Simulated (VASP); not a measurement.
# ZnS (P6_3/mmc) in VASP: further runs, part 2 of 2

VASP 6.6.1. The steps go on from the part before.

## 4. Single point, r2SCAN (epitaxial xy strain +2.7%)

POSCAR

```
ZnS
1.0
    3.6879452615      0.0000000000      0.0000000000
   -1.8439726308      3.1938542842      0.0000000000
    0.0000000000      0.0000000000      5.7820218017
Zn S
2 2
Direct
    0.0000000000      0.0000000000      0.0000000000
    0.0000000000      0.0000000000      0.5000000000
    0.3333333333      0.6666666667      0.2500000000
    0.6666666667      0.3333333333      0.7500000000
```

INCAR.step1

```
PREC = Accurate
ENCUT = 520
ISMEAR = 0
SIGMA = 0.01
LREAL = False
LASPH = True
NELM = 60
NBANDS = 26
GGA = PE
ALGO = Normal
EDIFF = 1E-4
LWAVE = True
LCHARG = False
```

INCAR.step2

```
PREC = Accurate
ENCUT = 520
EDIFF = 1E-6
ISMEAR = 0
SIGMA = 0.01
LREAL = False
LASPH = True
NELM = 60
ALGO = Normal
ISIF = 2
LWAVE = False
LCHARG = True
METAGGA = R2SCAN
LMIXTAU = True
LELF = True
LVHAR = True
NBANDS = 26
ISTART = 1
```

KPOINTS

```
Automatic mesh
0
Gamma
  12 12 4
```

Potentials or basis: VASP PAW PBE potentials, release 64 (Zn, S).

Command:

```sh
cat potpaw_PBE.64/Zn/POTCAR potpaw_PBE.64/S/POTCAR > POTCAR
cp INCAR.step1 INCAR
mpirun -np 1 vasp_std > vasp.out
cp INCAR.step2 INCAR
mpirun -np 1 vasp_std > vasp.out
```

OUTCAR:

```text
PREC = Accurate
   ENCUT = 520
   EDIFF = 1E-6
   ISMEAR = 0
   LREAL = False
   LASPH = True
   NELM = 60
   ISIF = 2
   METAGGA = R2SCAN
   ISTART = 1

 ion  position               nearest neighbor table
   1  0.000  0.000  0.000-   3 2.57   4 2.57   4 2.57   3 2.57   4 2.57   3 2.57   2 2.89   2 2.89

   2  0.000  0.000  0.500-   3 2.57   4 2.57   4 2.57   3 2.57   4 2.57   3 2.57   1 2.89   1 2.89

   3  0.333  0.667  0.250-   1 2.57   2 2.57   1 2.57   2 2.57   1 2.57   2 2.57
   4  0.667  0.333  0.750-   1 2.57   2 2.57   1 2.57   2 2.57   1 2.57   2 2.57

  LATTYP: Found a hexagonal cell.
 ALAT       =     3.6879452615
 C/A-ratio  =     1.5678166002

  Lattice vectors:

 A1 = (   3.6879452615,   0.0000000000,   0.0000000000)
 A2 = (  -1.8439726308,   3.1938542842,   0.0000000000)
 A3 = (   0.0000000000,   0.0000000000,   5.7820218017)

Analysis of symmetry for initial positions (statically):
=====================================================================
 Subroutine PRICEL returns:
[... 175 lines left out ...]

  energy without entropy =      -36.31742028  energy(sigma->0) =      -36.31742028

 E-fermi :   3.3527     XC(G=0): -11.2711

 val. band max:        3.2434207381   @ k =   0.2500   0.0000   0.0000
 cond. band min:       4.3047343278   @ k =   0.3333   0.3333   0.0000
 fundamental gap:      1.0613135897
 Fermi energy:         3.3527282846

 k-point     1 :       0.0000    0.0000    0.0000
  band No.  band energies     occupation
      1     -10.8096      2.00000
      2      -9.1023      2.00000
      3      -3.7134      2.00000
      4      -3.5526      2.00000
      5      -3.5526      2.00000
      6      -3.4509      2.00000
[... 685 lines left out ...]
     25      13.1833      0.00000
     26      13.3454      0.00000

 [... further k-points ...]

------------------------ aborting loop because EDIFF is reached ----------------------------------------

  FORCE on cell =-STRESS in cart. coord.  units (eV):
  Direction    XX          YY          ZZ          XY          YZ          ZX
  --------------------------------------------------------------------------------------
  -------------------------------------------------------------------------------------
  Total       -2.0397429     -2.0397429      0.0343560      0.0000000      0.0000000      0.0000000
  in kB      -47.9851346    -47.9851346      0.8082279      0.0000000      0.0000000      0.0000000
  external PRESSURE =     -31.7206804 kB  Pullay stress =       0.0000000 kB

 VOLUME and BASIS-vectors are now :
 -----------------------------------------------------------------------------
  energy-cutoff  :      520.00
  volume of cell :       68.11
      direct lattice vectors                 reciprocal lattice vectors
     3.687945261  0.000000000  0.000000000     0.271153699  0.156550661  0.000000000
    -1.843972631  3.193854284  0.000000000     0.000000000  0.313101322  0.000000000
     0.000000000  0.000000000  5.782021802     0.000000000  0.000000000  0.172949884

 POSITION                                       TOTAL-FORCE (eV/Angst)
 -----------------------------------------------------------------------------------
      0.00000      0.00000      0.00000         0.000000      0.000000      0.000000
      0.00000      0.00000      2.89101         0.000000      0.000000      0.000000
     -0.00000      2.12924      1.44551         0.000000      0.000000     -0.000000
      1.84397      1.06462      4.33652        -0.000000      0.000000      0.000000
 -----------------------------------------------------------------------------------
    total drift:                               -0.000000     -0.000000      0.000000

  FREE ENERGIE OF THE ION-ELECTRON SYSTEM (eV)
  ---------------------------------------------------
  free  energy   TOTEN  =       -36.3174202795 eV

  energy  without entropy=      -36.3174202795  energy(sigma->0) =      -36.31742028
```

OUTCAR.step1:

```text
PREC = Accurate
   ENCUT = 520
   ISMEAR = 0
   LREAL = False
   LASPH = True
[... 929 lines left out ...]
      0.00000      0.00000      0.00000         0.000000      0.000000      0.000000
      0.00000      0.00000      2.89101         0.000000      0.000000      0.000000
     -0.00000      2.12924      1.44551         0.000000     -0.000000      0.000000
      1.84397      1.06462      4.33652        -0.000000      0.000000     -0.000000
 -----------------------------------------------------------------------------------
    total drift:                               -0.000000     -0.000000      0.000000

  FREE ENERGIE OF THE ION-ELECTRON SYSTEM (eV)
  ---------------------------------------------------
  free  energy   TOTEN  =       -12.3246661962 eV

  energy  without entropy=      -12.3246661962  energy(sigma->0) =      -12.32466620
```

Wall time 8.1 min (1 thread of Intel Xeon Platinum 8259CL at 2.50GHz (Skylake/Cascade Lake), shared host); peak memory 0.24 GiB.

What came out:

```
Free energy            : -36.3174 eV
Pressure               : -3.2 GPa
Band gap on the k mesh : 1.06 eV (least direct gap 2.14 eV)
```

Caveat: the cell differs from its parent crystal (epitaxial xy strain +2.7%); the cell stands under tension; the PAW data sets were made with another functional, which shifts forces and pressure a little.

## 5. Summary

| level | cell | smearing | gap on the mesh (eV) | pressure (GPa) |
| --- | --- | --- | --- | --- |
| PBE | a = 3.590, b = 3.590, c = 5.691 Å, angles 90.0, 90.0, 120.0°, 4 atoms | fermi-dirac 0.02 eV | 0.53 | 6.0 |
| PBE | a = 3.688, b = 3.688, c = 5.782 Å, angles 90.0, 90.0, 120.0°, 4 atoms | fermi-dirac 0.02 eV | 0.61 | -0.7 |
| r2SCAN | a = 3.688, b = 3.688, c = 5.782 Å, angles 90.0, 90.0, 120.0°, 4 atoms | gaussian 0.01 eV | 1.06 | -3.2 |

Alike in all rows: task single point; potentials or basis VASP PAW PBE potentials, release 64 (Zn, S); no spin polarisation; k mesh 12 × 12 × 4; cutoff (eV) 520.

Caveats: the cell stands under pressure (at least some runs); the cell stands under tension (at least some runs); the PAW data sets were made with another functional, which shifts forces and pressure a little (at least some runs).

Absolute energies hang on the potentials; compare differences alone.
